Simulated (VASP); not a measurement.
Here is a VASP 6.6.1 calculation.

File INCAR:

```
SYSTEM = WC
ALGO = Normal
EDIFF = 1E-6
ENCUT = 600
GGA = RE
GGA_COMPAT = .FALSE.
ISIF = 2
ISMEAR = 0
IVDW = 12
LASPH = .TRUE.
LCHARG = .TRUE.
LELF = .TRUE.
LREAL = .FALSE.
LVHAR = .TRUE.
LWAVE = .FALSE.
NBANDS = 16
NELM = 120
PREC = Accurate
SIGMA = 0.05
```

File KPOINTS:

```
k-points
0
G
  10 10 8
  0 0 0
```

POSCAR

```
WC
1.0
    2.9142513045      0.0000000000      0.0000000000
   -1.4571256522      2.5238156627      0.0000000000
    0.0000000000      0.0000000000      2.8408958298
W C
1 1
Direct
    0.0000000000      0.0000000000      0.0000000000
    0.6666666667      0.3333333333      0.5000000000
```

Potentials or basis: VASP PAW PBE potentials, release 64 (W_sv, C).

Run with:

```console
$ cat potpaw_PBE.64/W_sv/POTCAR potpaw_PBE.64/C/POTCAR > POTCAR
$ mpirun -np 1 vasp_std > vasp.out
```

Predict the pressure.

-6.7 GPa.

Estimate the dispersion energy per atom.

-0.857 eV.

Stress tensor (GPa, compression positive):
```
-6.80  0.00  0.00
 0.00 -6.80  0.00
 0.00  0.00 -6.53
```

Caveat: the PAW data sets were made with another functional, which shifts forces and pressure a little; pairwise dispersion overbinds metals, which lowers pressure and volume.
